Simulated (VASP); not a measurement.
# W (Im-3m) in VASP: a series of runs

Runs on W. Level: PBE. Tasks: electric field gradients.

Everything below comes from runs of VASP 6.6.1. Logs are shortened: lines on timing, memory, paths and dates and some standing lists are left out, and cuts for length are marked.

## 1. The cell of the first run

It takes space group Im-3m (No. 229, cubic). The conventional cell has a = 3.130 Å, b = 3.130 Å, c = 3.130 Å, α = 90.00°, β = 90.00°, γ = 90.00°. W (site symmetry m-3m) has 14 W at 2.71 to 3.13 Å within 3.6 Å.

## 2. Electric field gradients, PBE (volume scaled by 0.9405)

The input, INCAR:

```
SYSTEM = W
PREC = Accurate
ENCUT = 520
EDIFF = 1E-8
ISMEAR = -1
SIGMA = 0.08
LREAL = .False.
LASPH = .True.
NELM = 100
ALGO = Normal
ISIF = 2
LWAVE = .False.
LCHARG = .False.
GGA = PE
LEFG = .True.
NBANDS = 13
```

The input, KPOINTS:

```
regular mesh
0
Gamma
  14 14 14
  0 0 0
```

The input, POSCAR:

```
W
1.0
   -1.5649702701      1.5649702701      1.5649702701
    1.5649702701     -1.5649702701      1.5649702701
    1.5649702701      1.5649702701     -1.5649702701
W
1
Direct
    0.0000000000      0.0000000000      0.0000000000
```

Potentials or basis: VASP PAW PBE potentials, release 64 (W_sv).

The run is started by

```
> cat potpaw_PBE.64/W_sv/POTCAR > POTCAR
> mpirun -np 1 vasp_std > vasp.out
```

OUTCAR:

```text
SYSTEM = W
   PREC = Accurate
   ENCUT = 520
   EDIFF = 1E-8
   ISMEAR = -1
   LREAL = .False.
   LASPH = .True.
   NELM = 100
   ISIF = 2
   GGA = PE

 ion  position               nearest neighbor table
   1  0.000  0.000  0.000-

  LATTYP: Found a body centered cubic cell.
 ALAT       =     3.1299405402

  Lattice vectors:

 A1 = (  -1.5649702701,   1.5649702701,   1.5649702701)
 A2 = (   1.5649702701,  -1.5649702701,   1.5649702701)
 A3 = (   1.5649702701,   1.5649702701,  -1.5649702701)

Analysis of symmetry for initial positions (statically):
=====================================================================
 Subroutine PRICEL returns:
 Original cell was already a primitive cell.

 Routine SETGRP: Setting up the symmetry group for a
 body centered cubic supercell.

 Subroutine GETGRP returns: Found 48 space group operations
 (whereof 48 operations were pure point group operations)
 out of a pool of 48 trial point group operations.

The static configuration has the point symmetry O_h .

Analysis of symmetry for dynamics (positions and initial velocities):
=====================================================================
 Subroutine PRICEL returns:
 Original cell was already a primitive cell.

 Routine SETGRP: Setting up the symmetry group for a
 body centered cubic supercell.

 Subroutine GETGRP returns: Found 48 space group operations
 (whereof 48 operations were pure point group operations)
 out of a pool of 48 trial point group operations.

The dynamic configuration has the point symmetry O_h .

 Subroutine INISYM returns: Found 48 space group operations
 (whereof 48 operations are pure point group operations),
 and found     1 'primitive' translations

----------------------------------------------------------------------------------------

                                     Primitive cell

  volume of cell :      15.3313

  direct lattice vectors                    reciprocal lattice vectors
    -1.564970270  1.564970270  1.564970270     0.000000000  0.319494887  0.319494887
     1.564970270 -1.564970270  1.564970270     0.319494887  0.000000000  0.319494887
     1.564970270  1.564970270 -1.564970270     0.319494887  0.319494887  0.000000000
[... 125 lines left out ...]
  free energy    TOTEN  =       -12.90809413 eV

  energy without entropy =      -12.89405695  energy(sigma->0) =      -12.90107554

 E-fermi :  12.0352     XC(G=0): -13.8314

 val. band max:       12.0057192754   @ k =   0.4286   0.0000   0.0000
 cond. band min:      12.0418739925   @ k =  -0.4286   0.5000   0.2857
 fundamental gap:      0.0361547171
 Fermi energy:        12.0351921233

 k-point     1 :       0.0000    0.0000    0.0000
  band No.  band energies     occupation
      1     -62.2100      2.00000
      2     -25.7189      2.00000
      3     -25.7189      2.00000
      4     -25.7189      2.00000
      5       2.1128      2.00000
      6      10.6455      2.00000
      7      10.6455      2.00000
      8      10.6455      2.00000
      9      14.2740      0.00000
     10      14.2740      0.00000
     11      26.5252      0.00000
     12      26.5252      0.00000
     13      26.5252      0.00000
[... 354 lines left out ...]
  band No.  band energies     occupation
      1     -62.0359      2.00000
      2     -26.8242      2.00000
      3     -26.6052      2.00000
      4     -25.8997      2.00000
      5       7.3139      2.00000
      6       8.8340      2.00000
      7       9.5907      2.00000
      8      14.5313      0.00000
      9      15.1660      0.00000
     10      20.6617      0.00000
     11      22.5766      0.00000
     12      24.6570      0.00000
     13      29.4770      0.00000

 [... further k-points ...]

------------------------ aborting loop because EDIFF is reached ----------------------------------------

  FORCE on cell =-STRESS in cart. coord.  units (eV):
  Direction    XX          YY          ZZ          XY          YZ          ZX
  --------------------------------------------------------------------------------------
  -------------------------------------------------------------------------------------
  Total        1.7343331      1.7343331      1.7343331     -0.0000000      0.0000000      0.0000000
  in kB      181.2444959    181.2444959    181.2444959     -0.0000000      0.0000000      0.0000000
  external PRESSURE =     181.2444959 kB  Pullay stress =       0.0000000 kB

 VOLUME and BASIS-vectors are now :
 -----------------------------------------------------------------------------
  energy-cutoff  :      520.00
  volume of cell :       15.33
      direct lattice vectors                 reciprocal lattice vectors
    -1.564970270  1.564970270  1.564970270     0.000000000  0.319494887  0.319494887
     1.564970270 -1.564970270  1.564970270     0.319494887  0.000000000  0.319494887
     1.564970270  1.564970270 -1.564970270     0.319494887  0.319494887  0.000000000

 POSITION                                       TOTAL-FORCE (eV/Angst)
 -----------------------------------------------------------------------------------
      0.00000      0.00000      0.00000         0.000000      0.000000      0.000000
 -----------------------------------------------------------------------------------
    total drift:                                0.000000      0.000000      0.000000

  FREE ENERGIE OF THE ION-ELECTRON SYSTEM (eV)
  ---------------------------------------------------
  free  energy   TOTEN  =       -12.9080941298 eV

  energy  without entropy=      -12.8940569493  energy(sigma->0) =      -12.90107554

 Electric field gradients (V/A^2)
---------------------------------------------------------------------
 ion       V_xx      V_yy      V_zz      V_xy      V_xz      V_yz
---------------------------------------------------------------------
   1       0.000     0.000     0.000     0.000     0.000     0.000
---------------------------------------------------------------------

 Electric field gradients after diagonalization (V/A^2)
 (convention: |V_zz| > |V_xx| > |V_yy|)
----------------------------------------------------------------------
 ion       V_xx      V_yy      V_zz     asymmetry (V_yy - V_xx)/ V_zz
----------------------------------------------------------------------
   1      -0.000    -0.000     0.001       0.000
----------------------------------------------------------------------

           NMR quadrupolar parameters

 Cq : quadrupolar parameter    Cq=e*Q*V_zz/h
 eta: asymmetry parameters     (V_yy - V_xx)/ V_zz
 Q  : nuclear electric quadrupole moment in mb (millibarn)
----------------------------------------------------------------------
 ion       Cq(MHz)       eta       Q (mb)
----------------------------------------------------------------------
   1       0.000       0.000       1.000
----------------------------------------------------------------------
```

stdout:

```text
POSCAR found type information on POSCAR W
 POSCAR found :  1 types and       1 ions
 scaLAPACK will be used
 LDA part: xc-table for (Slater+PW92), standard interpolation
 POSCAR, INCAR and KPOINTS ok, starting setup
 FFT: planning ... GRIDC
 FFT: planning ... GRID_SOFT
 FFT: planning ... GRID
 WAVECAR not read
 entering main loop
ion   1
```

Run time: 7.6 s. Hardware: 1 thread of Intel Xeon 6975P-C (Granite Rapids), shared host; peak memory 0.13 GiB.

Results:

```yaml
Free_energy: -12.9081 eV
Pressure: 18.1 GPa
Band_gap_on_the_k_mesh: zero (band 7 reaches 17.35 eV, above the bottom of band 8 at 10.65 eV)
```

Caveat: the cell differs from its parent crystal (volume scaled by 0.9405); without QUAD_EFG the Cq values of the log hold for a quadrupole moment of 1 mb, not for the nuclei; spin-orbit coupling is left out, which moves the levels of the heavy elements.

## 3. Electric field gradients, PBE

This run uses another cell than the first one, of 16.30 Å³/atom, 1.063 times its volume.

The input, INCAR:

```
SYSTEM = W
  PREC = Accurate
  ENCUT = 520
  EDIFF = 1E-8
  ISMEAR = -1
  SIGMA = 0.08
  LREAL = .FALSE.
  LASPH = .TRUE.
  NELM = 100
  ALGO = Normal
  ISIF = 2
  LWAVE = .FALSE.
  LCHARG = .FALSE.
  GGA = PE
  LEFG = .TRUE.
  NBANDS = 13
```

The input, KPOINTS:

```
Automatic mesh
0
G
  14 14 14
  0 0 0
```

The input, POSCAR:

```
W
1.0
   -1.5973000000      1.5973000000      1.5973000000
    1.5973000000     -1.5973000000      1.5973000000
    1.5973000000      1.5973000000     -1.5973000000
W
1
Direct
    0.0000000000      0.0000000000      0.0000000000
```

Potentials or basis: VASP PAW PBE potentials, release 64 (W_sv).

The run is started by

```
> cat potpaw_PBE.64/W_sv/POTCAR > POTCAR
> mpirun -np 1 vasp_std > vasp.out
```

OUTCAR:

```text
SYSTEM = W
   PREC = Accurate
   ENCUT = 520
   EDIFF = 1E-8
   ISMEAR = -1
   LREAL = .FALSE.
   LASPH = .TRUE.
   NELM = 100
   ISIF = 2
   GGA = PE

 ion  position               nearest neighbor table
   1  0.000  0.000  0.000-

  LATTYP: Found a body centered cubic cell.
 ALAT       =     3.1946000000

  Lattice vectors:

 A1 = (  -1.5973000000,   1.5973000000,   1.5973000000)
 A2 = (   1.5973000000,  -1.5973000000,   1.5973000000)
 A3 = (   1.5973000000,   1.5973000000,  -1.5973000000)

Analysis of symmetry for initial positions (statically):
=====================================================================
 Subroutine PRICEL returns:
 Original cell was already a primitive cell.

 Routine SETGRP: Setting up the symmetry group for a
 body centered cubic supercell.

 Subroutine GETGRP returns: Found 48 space group operations
 (whereof 48 operations were pure point group operations)
 out of a pool of 48 trial point group operations.

The static configuration has the point symmetry O_h .

Analysis of symmetry for dynamics (positions and initial velocities):
=====================================================================
 Subroutine PRICEL returns:
 Original cell was already a primitive cell.

 Routine SETGRP: Setting up the symmetry group for a
 body centered cubic supercell.

 Subroutine GETGRP returns: Found 48 space group operations
 (whereof 48 operations were pure point group operations)
 out of a pool of 48 trial point group operations.

The dynamic configuration has the point symmetry O_h .

 Subroutine INISYM returns: Found 48 space group operations
 (whereof 48 operations are pure point group operations),
 and found     1 'primitive' translations

----------------------------------------------------------------------------------------

                                     Primitive cell

  volume of cell :      16.3012

  direct lattice vectors                    reciprocal lattice vectors
    -1.597300000  1.597300000  1.597300000     0.000000000  0.313028235  0.313028235
     1.597300000 -1.597300000  1.597300000     0.313028235  0.000000000  0.313028235
     1.597300000  1.597300000 -1.597300000     0.313028235  0.313028235  0.000000000

  length of vectors
     2.766604755  2.766604755  2.766604755     0.442688776  0.442688776  0.442688776

  position of ions in fractional coordinates (direct lattice)
     0.000000000  0.000000000  0.000000000

  ion indices of the primitive-cell ions
   primitive index   ion index
                 1           1

----------------------------------------------------------------------------------------

 KPOINTS: Automatic mesh

Automatic generation of k-mesh.
 Grid dimensions read from file:
 generate k-points for:   14   14   14

 Generating k-lattice:

  Cartesian coordinates                     Fractional coordinates (reciprocal lattice)
     0.000000000  0.022359160  0.022359160     0.071428571  0.000000000  0.000000000
     0.022359160  0.000000000  0.022359160     0.000000000  0.071428571  0.000000000
[... 68 lines left out ...]
   PSTRESS=    0.0 pullay stress
   NELECT =      14.0000    total number of electrons
   NUPDOWN=      -1.0000    fix difference up-down
   EMIN   =  10.00;   EMAX   =-10.00  energy-range for DOS
   EFERMI =   0.00;   METHOD = LEGACY
   ISMEAR =    -1;   SIGMA  =   0.08  broadening in eV -4-tet -1-fermi 0-gaus
   EFERMI_NEDOS =   21; number of points for ismear=-14 and -15
   IALGO  =     38    algorithm
   IMIX   =      4    mixing-type and parameters
     AMIX     =   0.40;   BMIX     =  1.00
     AMIX_MAG =   1.60;   BMIX_MAG =  1.00
  volume/ion in A,a.u.               =      16.30       110.01
  Fermi-wavevector in a.u.,A,eV,Ry     =   1.556125  2.940649 32.946829  2.421524
  Thomas-Fermi vector in A             =   2.659966
   LORBIT       =      0    0 simple, 1 ext, 2 COOP (PROOUT), +10 PAW based schemes
   GGA     = PE    functional components
   LHFCALC =     F    Hartree Fock is set to
   AEXX    =    0.0000 exact exchange contribution
   IVDW    =     0    specifies the selected vdW correction
   LEPSILON=     F    determine dielectric tensor
   LRPA    =     F    only Hartree local field effects (RPA)
 non-spin polarized calculation
  energy-cutoff  :      520.00
  volume of cell :       16.30
 maximum number of plane-waves:       466
 NGX is ok and might be reduce to    24
   NGX = 11   NGY = 11   NGZ = 11

 number of electron      14.0000002 magnetization

 Free energy of the ion-electron system (eV)
  ---------------------------------------------------
  ext. energy  EPLUGINS =         0.00000000
  ---------------------------------------------------
  free energy    TOTEN  =       -12.95332231 eV

  energy without entropy =      -12.94079332  energy(sigma->0) =      -12.94705781

 E-fermi :  11.1045     XC(G=0): -13.4844

 val. band max:       11.0564684024   @ k =   0.5000   0.5000   0.2143
 cond. band min:      11.1285521051   @ k =  -0.4286   0.5000   0.2857
 fundamental gap:      0.0720837026
 Fermi energy:        11.1045310695

 k-point     1 :       0.0000    0.0000    0.0000
  band No.  band energies     occupation
      1     -63.1874      2.00000
      2     -26.7880      2.00000
      3     -26.7880      2.00000
      4     -26.7880      2.00000
      5       1.5616      2.00000
      6       9.8550      2.00000
      7       9.8550      2.00000
      8       9.8550      2.00000
      9      13.2343      0.00000
     10      13.2343      0.00000
     11      25.4966      0.00000
     12      25.4966      0.00000
     13      25.4966      0.00000
[... 354 lines left out ...]
  band No.  band energies     occupation
      1     -63.0551      2.00000
      2     -27.6893      2.00000
      3     -27.5105      2.00000
      4     -26.9352      2.00000
      5       6.7284      2.00000
      6       8.1195      2.00000
      7       8.7884      2.00000
      8      13.4417      0.00000
      9      14.0114      0.00000
     10      19.0821      0.00000
     11      20.9130      0.00000
     12      22.9360      0.00000
     13      27.8387      0.00000

 [... further k-points ...]
[... 5 lines left out ...]
  --------------------------------------------------------------------------------------
  -------------------------------------------------------------------------------------
  Total       -0.2380897     -0.2380897     -0.2380897     -0.0000000     -0.0000000     -0.0000000
  in kB      -23.4008574    -23.4008574    -23.4008574     -0.0000000     -0.0000000     -0.0000000
  external PRESSURE =     -23.4008574 kB  Pullay stress =       0.0000000 kB

 VOLUME and BASIS-vectors are now :
 -----------------------------------------------------------------------------
  energy-cutoff  :      520.00
  volume of cell :       16.30
      direct lattice vectors                 reciprocal lattice vectors
    -1.597300000  1.597300000  1.597300000     0.000000000  0.313028235  0.313028235
     1.597300000 -1.597300000  1.597300000     0.313028235  0.000000000  0.313028235
     1.597300000  1.597300000 -1.597300000     0.313028235  0.313028235  0.000000000

 POSITION                                       TOTAL-FORCE (eV/Angst)
 -----------------------------------------------------------------------------------
      0.00000      0.00000      0.00000        -0.000000      0.000000      0.000000
 -----------------------------------------------------------------------------------
    total drift:                                0.000000      0.000000      0.000000

  FREE ENERGIE OF THE ION-ELECTRON SYSTEM (eV)
  ---------------------------------------------------
  free  energy   TOTEN  =       -12.9533223131 eV

  energy  without entropy=      -12.9407933152  energy(sigma->0) =      -12.94705781

 Electric field gradients (V/A^2)
---------------------------------------------------------------------
 ion       V_xx      V_yy      V_zz      V_xy      V_xz      V_yz
---------------------------------------------------------------------
   1       0.000    -0.000    -0.000    -0.000    -0.000    -0.000
---------------------------------------------------------------------

 Electric field gradients after diagonalization (V/A^2)
 (convention: |V_zz| > |V_xx| > |V_yy|)
----------------------------------------------------------------------
 ion       V_xx      V_yy      V_zz     asymmetry (V_yy - V_xx)/ V_zz
----------------------------------------------------------------------
   1       0.000     0.000    -0.001       0.000
----------------------------------------------------------------------

           NMR quadrupolar parameters

 Cq : quadrupolar parameter    Cq=e*Q*V_zz/h
 eta: asymmetry parameters     (V_yy - V_xx)/ V_zz
 Q  : nuclear electric quadrupole moment in mb (millibarn)
----------------------------------------------------------------------
 ion       Cq(MHz)       eta       Q (mb)
----------------------------------------------------------------------
   1      -0.000       0.000       1.000
----------------------------------------------------------------------
```

stdout:

```text
POSCAR found type information on POSCAR W
 POSCAR found :  1 types and       1 ions
 scaLAPACK will be used
 LDA part: xc-table for (Slater+PW92), standard interpolation
 POSCAR, INCAR and KPOINTS ok, starting setup
 FFT: planning ... GRIDC
 FFT: planning ... GRID_SOFT
 FFT: planning ... GRID
 WAVECAR not read
 entering main loop
ion   1
```

It took 8.4 s on 1 thread of Intel Xeon 6975P-C (Granite Rapids), shared host; peak memory 0.15 GiB.

Results:

| Property | Result |
| --- | --- |
| Free energy | -12.9533 eV |
| Pressure | -2.3 GPa |
| Band gap on the k mesh | zero (band 7 reaches 16.00 eV, above the bottom of band 8 at 9.86 eV) |

Levels at points of the mesh, in eV from the Fermi level:
| k point | band 3 | band 4 | band 5 | band 6 | band 7 | band 8 | band 9 | band 10 | band 11 | band 12 |
| --- | --- | --- | --- | --- | --- | --- | --- | --- | --- | --- |
| (0.00, 0.00, 0.00) | -37.89 | -37.89 | -9.54 | -1.25 | -1.25 | -1.25 | 2.13 | 2.13 | 14.39 | 14.39 |
| (0.50, 0.00, 0.00) | -38.28 | -37.90 | -6.16 | -3.50 | 0.52 | 2.01 | 2.95 | 5.84 | 10.57 | 11.35 |
| (0.50, 0.50, 0.50) | -38.72 | -38.72 | -5.68 | -5.68 | 4.90 | 4.90 | 4.90 | 7.96 | 7.96 | 7.96 |

Caveat: without QUAD_EFG the Cq values of the log hold for a quadrupole moment of 1 mb, not for the nuclei; spin-orbit coupling is left out, which moves the levels of the heavy elements.

[end of part 1 of 3]
